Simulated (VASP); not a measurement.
# WBr4Cl2 (Cmmm) in VASP: notebook, part 2 of 2

VASP 6.6.1. The steps go on from the part before.

## Step 3: Relaxation of cell and atoms, PBE

This run uses another cell than the first one, of 28.99 Å³/atom.

The input, INCAR:

```
SYSTEM = WBr4Cl2
  PREC = Accurate
  ENCUT = 600
  EDIFF = 1E-6
  ISMEAR = 0
  SIGMA = 0.15
  LREAL = .FALSE.
  LASPH = .TRUE.
  NELM = 100
  ALGO = Normal
  ISIF = 3
  LWAVE = .FALSE.
  LCHARG = .FALSE.
  GGA = PE
  IBRION = 2
  NSW = 36
  EDIFFG = -0.08
```

The input, KPOINTS:

```
regular mesh
0
G
  2 2 3
  0 0 0
```

The input, POSCAR:

```
WBr4Cl2
1.0
    4.1609581100     -5.8936559300      0.0000000000
    4.1609581100      5.8936559300      0.0000000000
    0.0000000000      0.0000000000      4.1381291700
W Br Cl
1 4 2
Direct
    0.0000000000      0.0000000000      0.0000000000
    0.7590458400      0.7590458400      0.5000000000
    0.2409541600      0.2409541600      0.5000000000
    0.7564236600      0.2435763400      0.0000000000
    0.2435763400      0.7564236600      0.0000000000
    0.5000000000      0.0000000000      0.5000000000
    0.0000000000      0.5000000000      0.5000000000
```

Potentials or basis: VASP PAW PBE potentials, release 64 (W_sv, Br, Cl).

Command:

```
cat potpaw_PBE.64/W_sv/POTCAR potpaw_PBE.64/Br/POTCAR potpaw_PBE.64/Cl/POTCAR > POTCAR
mpirun -np 1 vasp_std > vasp.out
```

OUTCAR:

```text
SYSTEM = WBr4Cl2
   PREC = Accurate
   ENCUT = 600
   EDIFF = 1E-6
   ISMEAR = 0
   LREAL = .FALSE.
   LASPH = .TRUE.
   NELM = 100
   ISIF = 3
   GGA = PE
   IBRION = 2
   NSW = 36
   EDIFFG = -0.08

 ion  position               nearest neighbor table
   1  0.000  0.000  0.000-   4 2.87   5 2.87   2 2.88   3 2.88   2 2.88   3 2.88
   2  0.759  0.759  0.500-   1 2.88   1 2.88
   3  0.241  0.241  0.500-   1 2.88   1 2.88
   4  0.756  0.244  0.000-   1 2.87
   5  0.244  0.756  0.000-   1 2.87
   6  0.500  0.000  0.500-
   7  0.000  0.500  0.500-

  LATTYP: Found a base centered orthorhombic cell.
 ALAT       =     8.3219162200
 B/A-ratio  =     1.4164179918
 C/A-ratio  =     0.4972567688

  Lattice vectors:

 A1 = (   4.1609581100,  -5.8936559300,   0.0000000000)
 A2 = (   4.1609581100,   5.8936559300,   0.0000000000)
 A3 = (   0.0000000000,   0.0000000000,   4.1381291700)

Analysis of symmetry for initial positions (statically):
=====================================================================
 Subroutine PRICEL returns:
 Original cell was already a primitive cell.

 Routine SETGRP: Setting up the symmetry group for a
 base centered orthorhombic supercell.

 Subroutine GETGRP returns: Found  8 space group operations
 (whereof  8 operations were pure point group operations)
 out of a pool of  8 trial point group operations.

The static configuration has the point symmetry D_2h.

Analysis of symmetry for dynamics (positions and initial velocities):
=====================================================================
 Subroutine PRICEL returns:
 Original cell was already a primitive cell.

 Routine SETGRP: Setting up the symmetry group for a
 base centered orthorhombic supercell.

 Subroutine GETGRP returns: Found  8 space group operations
 (whereof  8 operations were pure point group operations)
 out of a pool of  8 trial point group operations.

[... 123 lines left out ...]
 non-spin polarized calculation
 Gauss-broadening in eV      SIGMA  =   0.15
  energy-cutoff  :      600.00
  volume of cell :      202.96
 maximum number of plane-waves:      6802
 NGX is ok and might be reduce to    60
   NGX = 29   NGY = 29   NGZ = 17

--------------------------------------- Ionic step        1  -------------------------------------------

 number of electron      56.0000000 magnetization

 Free energy of the ion-electron system (eV)
  ---------------------------------------------------
  ext. energy  EPLUGINS =         0.00000000
  ---------------------------------------------------
  free energy    TOTEN  =       -19.70006115 eV

  energy without entropy =      -19.54006436  energy(sigma->0) =      -19.62006276

------------------------ aborting loop because EDIFF is reached ----------------------------------------

  FORCE on cell =-STRESS in cart. coord.  units (eV):
  Direction    XX          YY          ZZ          XY          YZ          ZX
  --------------------------------------------------------------------------------------
  -------------------------------------------------------------------------------------
  Total       -4.9843539     -4.4411033     -7.4800070      0.0000000      0.0000000      0.0000000
  in kB      -39.3466074    -35.0581746    -59.0473523      0.0000000      0.0000000      0.0000000
  external PRESSURE =     -44.4840448 kB  Pullay stress =       0.0000000 kB
[... 104 lines left out ...]
  FREE ENERGIE OF THE ION-ELECTRON SYSTEM (eV)
  ---------------------------------------------------
  free  energy   TOTEN  =       -21.2349382997 eV

  energy  without entropy=      -21.1281043554  energy(sigma->0) =      -21.18152133

 E-fermi :   0.0425     XC(G=0):  -7.4001

 val. band max:        0.0104712026   @ k =   0.5000   0.0000   0.0000
 cond. band min:       0.0513106884   @ k =   0.5000   0.0000   0.0000
 fundamental gap:      0.0408394857
 Fermi energy:         0.0424624635

 k-point     1 :       0.0000    0.0000    0.0000
  band No.  band energies     occupation
      1     -75.2621      2.00000
      2     -39.5931      2.00000
      3     -39.3814      2.00000
      4     -39.3318      2.00000
      5     -16.2705      2.00000
      6     -15.5394      2.00000
[... 205 lines left out ...]
     32       2.6411      0.00000
     33       3.6290      0.00000

[... ionic steps 4 to 14 ...]

--------------------------------------- Ionic step       15  -------------------------------------------

 number of electron      56.0000008 magnetization

------------------------ aborting loop because EDIFF is reached ----------------------------------------
[... 77 lines left out ...]
--------------------------------------- Ionic step       17  -------------------------------------------

 number of electron      56.0000008 magnetization

 Free energy of the ion-electron system (eV)
  ---------------------------------------------------
  ext. energy  EPLUGINS =         0.00000000
  ---------------------------------------------------
  free energy    TOTEN  =       -24.15168424 eV

  energy without entropy =      -24.09586987  energy(sigma->0) =      -24.12377706

 E-fermi :  -0.1216     XC(G=0):  -7.2515

 val. band max:       -0.1994861097   @ k =   0.5000   0.5000   0.0000
 cond. band min:      -0.0723053943   @ k =   0.5000   0.0000   0.0000
 fundamental gap:      0.1271807154
 Fermi energy:        -0.1215807365

 k-point     1 :       0.0000    0.0000    0.0000
  band No.  band energies     occupation
      1     -75.6146      2.00000
      2     -39.8861      2.00000
      3     -39.7387      2.00000
      4     -39.6579      2.00000
      5     -16.4440      2.00000
      6     -15.8256      2.00000
[... 239 lines left out ...]
  FREE ENERGIE OF THE ION-ELECTRON SYSTEM (eV)
  ---------------------------------------------------
  free  energy   TOTEN  =       -24.1516842400 eV

  energy  without entropy=      -24.0958698750  energy(sigma->0) =      -24.12377706

 reached required accuracy - stopping structural energy minimisation
```

CONTCAR:

```text
WBr4Cl2
   1.00000000000000
     5.0030723471007210   -7.1025812606590053    0.0000000000000000
     5.0030723471007210    7.1025812606590053    0.0000000000000000
     0.0000000000000000    0.0000000000000000    3.5111210495481679
  W               Br              Cl
     1     4     2
Direct
     0.0000000000000000    1.0000000000000000    0.0000000000000000
     0.8128695959594020    0.8128695959594020    0.5000000000000000
     0.1871304040405979    0.1871304040405979    0.5000000000000000
     0.8312507669527420    0.1687492330472581    0.0000000000000000
     0.1687492330472581    0.8312507669527420    0.0000000000000000
     0.5000000000000000    1.0000000000000000    0.5000000000000000
     0.0000000000000000    0.5000000000000000    0.5000000000000000

  0.00000000E+00  0.00000000E+00  0.00000000E+00
  0.00000000E+00  0.00000000E+00  0.00000000E+00
  0.00000000E+00  0.00000000E+00  0.00000000E+00
  0.00000000E+00  0.00000000E+00  0.00000000E+00
  0.00000000E+00  0.00000000E+00  0.00000000E+00
  0.00000000E+00  0.00000000E+00  0.00000000E+00
  0.00000000E+00  0.00000000E+00  0.00000000E+00
```

Run time: 10 min. Hardware: 1 thread of AMD EPYC 9R45 (Zen 5), shared host; peak memory 0.36 GiB.

What came out:

- Free energy: -24.1517 eV
- Relaxed volume: 35.65 Å³/atom
- Relaxed cell: a = 8.688 Å, b = 8.688 Å, c = 3.511 Å, α = 90.00°, β = 90.00°, γ = 109.68°
- Space group after relaxing (to 0.1 Å): Cmmm (No. 65)
- Energy gained by relaxing: 635.9 meV/atom
- Ionic steps: 17
- Pressure after relaxing: -0.1 GPa
- Largest force after relaxing: 0.078 eV/Å
- Band gap on the k mesh: zero (bands 28 and 29 overlap by 0.23 eV)

Forces on the atoms (eV/Å):
```
W    0.000  0.000  0.000
Br  -0.078  0.000  0.000
Br   0.078  0.000  0.000
Br   0.000 -0.006  0.000
Br   0.000  0.006  0.000
Cl   0.000  0.000  0.000
Cl   0.000  0.000  0.000
```

Step by step:
```tsv
step	energy change (eV)	largest force (eV/Å)	pressure (GPa)	volume (Å³)
1	0.0000	2.5765	-4.45	202.96
2	-1.3915	2.3871	1.73	180.20
3	-1.5349	1.9854	6.83	170.37
4	-2.3880	1.2667	8.39	175.24
5	-2.7310	2.0109	11.33	180.30
6	-3.5946	1.2851	5.88	197.33
7	-4.1658	0.3801	0.78	224.59
8	-4.2198	0.3211	-0.46	235.05
9	-4.2237	0.3544	-0.79	238.49
10	-4.2610	0.2669	-0.61	238.89
11	-4.3428	0.2966	0.02	239.91
12	-4.3788	0.8013	1.63	241.17
13	-4.3867	0.6622	1.15	240.94
14	-4.4176	0.5115	0.75	243.49
15	-4.4488	0.1220	-0.15	249.86
16	-4.4489	0.1446	-0.11	249.51
17	-4.4516	0.0784	-0.09	249.53
```

Final structure:
```
CELL_PARAMETERS angstrom
5.00307 -7.10258 0.00000
5.00307 7.10258 0.00000
0.00000 0.00000 3.51112
ATOMIC_POSITIONS crystal
W 0.00000 0.00000 0.00000
Br 0.81287 0.81287 0.50000
Br 0.18713 0.18713 0.50000
Br 0.83125 0.16875 0.00000
Br 0.16875 0.83125 0.00000
Cl 0.50000 0.00000 0.50000
Cl 0.00000 0.50000 0.50000
```

Caveat: the k points lie up to 0.60 Å⁻¹ apart in the final cell; the volume moved by over 15 % at a fixed basis, so the end points are rough; spin-orbit coupling is left out, which moves the levels of the heavy elements; the relaxation stopped at a loose force limit of 0.08 eV/Å, so its end isn't a converged minimum.

## Step 4: Single point, PBE

This run uses another cell than the first one, of 38.24 Å³/atom.

The input, INCAR:

```
ALGO     = Normal         # electronic algorithm
EDIFF    = 1E-6           # SCF threshold, eV
ENCUT    = 520            # plane-wave cutoff, eV
GGA      = PE             # functional
ISIF     = 2              # what is computed and relaxed
ISMEAR   = 0              # smearing method
LASPH    = True           # aspherical terms in the spheres
LCHARG   = False          # write CHGCAR
LREAL    = False          # projectors in reciprocal space
LWAVE    = False          # write WAVECAR
NBANDS   = 37             # bands
NELM     = 100            # most SCF steps
PREC     = Accurate       # precision mode
SIGMA    = 0.1            # smearing width, eV
```

The input, KPOINTS:

```
k-points
0
Gamma
  4 4 10
```

The input, POSCAR:

```
WBr4Cl2
1.0
    6.0698925544     -6.6557710035      0.0000000000
    6.0698925544      6.6557710035      0.0000000000
    0.0000000000      0.0000000000      3.3126607899
W Br Cl
1 4 2
Direct
    0.0000000000      0.0000000000      0.0000000000
    0.8389473985      0.8389473985      0.5000000000
    0.1610526015      0.1610526015      0.5000000000
    0.8196095144      0.1803904856      0.0000000000
    0.1803904856      0.8196095144      0.0000000000
    0.5000000000      0.0000000000      0.5000000000
    0.0000000000      0.5000000000      0.5000000000
```

Command:

```
cat potpaw_PBE.64/W_sv/POTCAR potpaw_PBE.64/Br/POTCAR potpaw_PBE.64/Cl/POTCAR > POTCAR
mpirun -np 1 vasp_std > vasp.out
```

Run time: 5.4 min. Hardware: 1 thread of AMD EPYC 9R45 (Zen 5), shared host; peak memory 0.57 GiB.

It converged, with:

| Item | Value |
| --- | --- |
| Free energy | -24.1175 eV |
| Pressure | 0.0 GPa |
| Largest force | 0.021 eV/Å |
| Band gap on the k mesh | zero (bands 28 and 29 overlap by 0.49 eV) |

Forces in eV/Å, atoms in the order of the input:
```
W    0.000  0.000  0.000
Br  -0.021  0.000  0.000
Br   0.021  0.000  0.000
Br   0.000  0.015  0.000
Br   0.000 -0.015  0.000
Cl   0.000  0.000  0.000
Cl   0.000  0.000  0.000
```

Levels at points of the mesh, in eV from the Fermi level:
```
           k point  band 25  band 26  band 27  band 28  band 29  band 30  band 31  band 32
(0.00, 0.00, 0.00)    -0.45    -0.35    -0.15     0.28     0.34     0.97     1.57     2.69
(0.50, 0.00, 0.00)    -0.52    -0.33    -0.33     0.28     0.31     1.20     1.58     2.69
(0.50, 0.50, 0.00)    -0.84    -0.32    -0.31     0.28     0.28     1.45     1.59     2.69
(0.00, 0.00, 0.50)    -0.87    -0.73    -0.45    -0.27     0.77     0.84     1.70     3.02
(0.50, 0.00, 0.50)    -0.81    -0.46    -0.36    -0.33     0.54     0.76     1.70     3.03
(0.50, 0.50, 0.50)    -0.54    -0.49    -0.38    -0.19     0.28     0.69     1.70     3.03
```

Caveat: spin-orbit coupling is left out, which moves the levels of the heavy elements; this functional lacks dispersion, which binds layers or chains, so the pressure and a relaxed spacing across them are unreliable.

## Step 5: Summary

```tsv
task	cell	k mesh	cutoff (eV)	smearing	gap on the mesh (eV)	pressure (GPa)	largest force (eV/Å)
single point	a = 8.429, b = 8.429, c = 3.569 Å, angles 90.0, 90.0, 113.5°, 7 atoms, atomic positions A	2 × 2 × 3	520	gaussian 0.15 eV	none	0.1	0.04
relaxation of cell and atoms	relaxed from a = 7.214, b = 7.214, c = 4.138 Å, angles 90.0, 90.0, 109.6°, 7 atoms, atomic positions B	2 × 2 × 3	600	gaussian 0.15 eV	none	-0.1	0.08
single point	a = 9.008, b = 9.008, c = 3.313 Å, angles 90.0, 90.0, 95.3°, 7 atoms, atomic positions C	4 × 4 × 10	520	gaussian 0.1 eV	none	0.0	0.02
```

Alike in all rows: level PBE; potentials or basis VASP PAW PBE potentials, release 64 (W_sv, Br, Cl); no spin polarisation.

Caveats: some runs use coarse meshes; spin-orbit coupling is left out, which moves the levels of the heavy elements; the volume moved by over 15 % at a fixed basis, so the end points are rough (at least some runs); the relaxation stopped at a loose force limit of 0.08 eV/Å, so its end isn't a converged minimum (at least some runs); this functional lacks dispersion, which binds layers or chains, so the pressure and a relaxed spacing across them are unreliable (at least some runs).

Absolute energies hang on the potentials; compare differences alone.

The gap in the log of VASP goes by the Fermi energy; the results here count the filled bands.